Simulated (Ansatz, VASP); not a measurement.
**BP: VASP beside Ansatz**

```
B P
1.0
     0.00000    2.28403    2.28403
     2.28403    0.00000    2.28403
     2.28403    2.28403    0.00000
B P
1 1
Direct
  0.00000 0.00000 0.00000
  0.75000 0.75000 0.75000
```

Change from the starting cell: volume scaled by 1.02.

Alike in both runs: task single point; functional LDA; k mesh 12 × 12 × 12; occupations fermi-dirac, width 0.08 eV; no spin polarisation.

```csv
,VASP,Ansatz
version,VASP 6.6.1,Ansatz 0.2.0
potentials or method,"VASP PAW LDA potentials, release 64 (B, P), cutoff 520 eV","all-electron LAPW, scalar-relativistic"
```

VASP gave:

- pressure (GPa): -8.3

Task: What did Ansatz give for the same quantities?

Result: Pressure (GPa): -8.2.

LDA's correlation is that of Perdew and Zunger in VASP and of Perdew and Wang (1992) in Ansatz. Ansatz ran all-electron here, and VASP with PAW potentials.
